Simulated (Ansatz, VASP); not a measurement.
## One calculation of Sb, two programs

INCAR

```
PREC = Accurate ; ENCUT = 500
EDIFF = 1E-6 ; ISMEAR = 0
SIGMA = 0.1 ; LREAL = False
LASPH = True ; NELM = 120
ALGO = Normal ; ISIF = 2
LWAVE = False ; LCHARG = False
GGA = CA ; NBANDS = 8
GGA_COMPAT = False
```

File KPOINTS:

```
Automatic mesh
0
Gamma
  14 14 14
```

The input POSCAR:

```
Sb
1.0
    2.9794864247      0.0000000000      0.0000000000
    0.0000000000      2.9794864247      0.0000000000
    0.0000000000      0.0000000000      2.9794864247
Sb
1
Direct
    0.0000000000      0.0000000000      0.0000000000
```

Input for Ansatz:

```yaml
crystal:
  lattice:
    - [2.9794864247, 0.0, 0.0]
    - [0.0, 2.9794864247, 0.0]
    - [0.0, 0.0, 2.9794864247]
  atoms:
    - { symbol: Sb, position: [0.0, 0.0, 0.0] }
basis:
  ecutwfc: 420
kpoints:
  mp_grid: { grid: [14, 14, 14] }
hamiltonian:
  xc: lda
  pseudopotentials: { kind: paw, azcp: { folder: soft_1 } }
scf:
  occupations: { method: gaussian, width: 0.1 }
output:
  forces: true
  stress: true
  eigenvalues: true
```

Alike in both runs: task single point; functional LDA; k mesh 14 × 14 × 14; occupations gaussian, width 0.1 eV; no spin polarisation.

```csv
,VASP,Ansatz
version,VASP 6.6.1,Ansatz 0.2.0
potentials or method,"VASP PAW LDA potentials, release 64 (Sb), cutoff 500 eV","scalar-relativistic, plane waves, PAW"
valence electrons in the cell,5,15
```

```tsv
	VASP	Ansatz	Ansatz less VASP
gap on the k mesh at the Fermi level (eV)	none	none	-
pressure (GPa)	4.9	4.5	-0.34
```

Ansatz warns that its potentials were made for another functional, while VASP's fit it. LDA's correlation is that of Perdew and Zunger in VASP and of Perdew and Wang (1992) in Ansatz. A gap of «none» marks a metal or a gap that the smearing closes. VASP's potentials hold 5 valence electrons a cell and Ansatz's 15, so a difference there can come from the potentials and not from the codes.

Neither program's run includes spin-orbit coupling.
